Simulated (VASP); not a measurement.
Input of a VASP 6.6.1 run:

Contents of INCAR:

```
ALGO = Normal
EDIFF = 1E-6
ENCUT = 500
GGA = PS
GGA_COMPAT = False
ISIF = 2
ISMEAR = 0
LASPH = True
LCHARG = False
LNONCOLLINEAR = True
LORBIT = 11
LORBMOM = True
LREAL = False
LSORBIT = True
LWAVE = False
MAGMOM = 0 0 0 0 0 0
NBANDS = 20
NELM = 200
PREC = Accurate
SIGMA = 0.01
```

File KPOINTS:

```
k-points
0
Gamma
  8 8 8
```

POSCAR

```
BAs
1.0
    0.0000000000      2.3600307165      2.3600307165
    2.3600307165      0.0000000000      2.3600307165
    2.3600307165      2.3600307165      0.0000000000
B As
1 1
Direct
    0.0000000000      0.0000000000      0.0000000000
    0.2500000000      0.2500000000      0.2500000000
```

Potentials or basis: VASP PAW PBE potentials, release 64 (B, As).

Command:

```bash
$ cat potpaw_PBE.64/B/POTCAR potpaw_PBE.64/As/POTCAR > POTCAR
$ mpirun -np 1 vasp_ncl > vasp.out
```

Question: Estimate the pressure.

Answer: 5.5 GPa.

Question: Predict the net moment.

Answer: 0.00 μB per cell.

Moments on the atoms (μB; x, y, z):
```
B   0.00 0.00 0.00
As  0.00 0.00 0.00
```

Caveat: the PAW data sets were made with another functional, which shifts forces and pressure a little.
